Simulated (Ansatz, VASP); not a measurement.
Ga4AsP3 in VASP and in Ansatz

Contents of INCAR:

```
PREC = Accurate ; ENCUT = 520
EDIFF = 1E-7 ; ISMEAR = 0
SIGMA = 0.1 ; LREAL = False
LASPH = True ; NELM = 80
ALGO = Normal ; ISIF = 2
LWAVE = False ; LCHARG = False
GGA = PE ; NBANDS = 46
```

File KPOINTS:

```
Automatic mesh
0
Gamma
  4 4 2
```

File POSCAR:

```
Ga4AsP3
1.0
    3.9346743264      0.0000000000      0.0000000000
    0.0000000000      3.9346743264      0.0000000000
    0.0000000000      0.0000000000     11.1296016310
Ga P As
4 3 1
Direct
    0.5000000000      0.0000000000      0.8679635847
    1.0000000000      0.5000000000      0.6225674064
    0.5000000000      0.0000000000      0.3774325936
    0.0000000000      0.5000000000      0.1320364153
    0.0000000000      0.0000000000      0.5000000000
    0.5000000000      0.5000000000      0.2546579890
    0.5000000000      0.5000000000      0.7453420110
    0.0000000000      0.0000000000      1.0000000000
```

Input for Ansatz:

```yaml
crystal:
  lattice:
    - [3.9346743264, 0.0, 0.0]
    - [0.0, 3.9346743264, 0.0]
    - [0.0, 0.0, 11.129601631]
  atoms:
    - { symbol: Ga, position: [0.5, 0.0, 0.8679635847] }
    - { symbol: Ga, position: [1.0, 0.5, 0.6225674064] }
    - { symbol: Ga, position: [0.5, 0.0, 0.3774325936] }
    - { symbol: Ga, position: [0.0, 0.5, 0.1320364153] }
    - { symbol: P, position: [0.0, 0.0, 0.5] }
    - { symbol: P, position: [0.5, 0.5, 0.254657989] }
    - { symbol: P, position: [0.5, 0.5, 0.745342011] }
    - { symbol: As, position: [0.0, 0.0, 1.0] }
basis:
  ecutwfc: 420
kpoints:
  mp_grid: { grid: [4, 4, 2] }
hamiltonian:
  xc: pbe
scf:
  occupations: { method: gaussian, width: 0.1 }
  lower_state_search: "off"
output:
  forces: true
  stress: true
  eigenvalues: true
```

Alike in both runs: task single point; functional PBE; k mesh 4 × 4 × 2; occupations gaussian, width 0.1 eV; no spin polarisation.

```csv
,VASP,Ansatz
version,VASP 6.6.1,Ansatz 0.2.0
potentials or method,"VASP PAW PBE potentials, release 64 (Ga_d, P, As), cutoff 520 eV","scalar-relativistic, plane waves, PAW"
valence electrons in the cell,72,82
```

```tsv
	VASP	Ansatz	Ansatz less VASP
gap on the k mesh at the Fermi level (eV)	1.16	1.16	+0.002
least direct gap on the mesh (eV)	1.16	1.16	+0.002
pressure (GPa)	0.1	0.1	-0.05
traceless stress, the component that is largest in VASP (GPa)	-0.60	-0.60	-0.001
```

The functional is the same, so the differences come from potentials, cutoffs and numerics. VASP's potentials hold 72 valence electrons a cell and Ansatz's 82, so a difference there can come from the potentials and not from the codes.
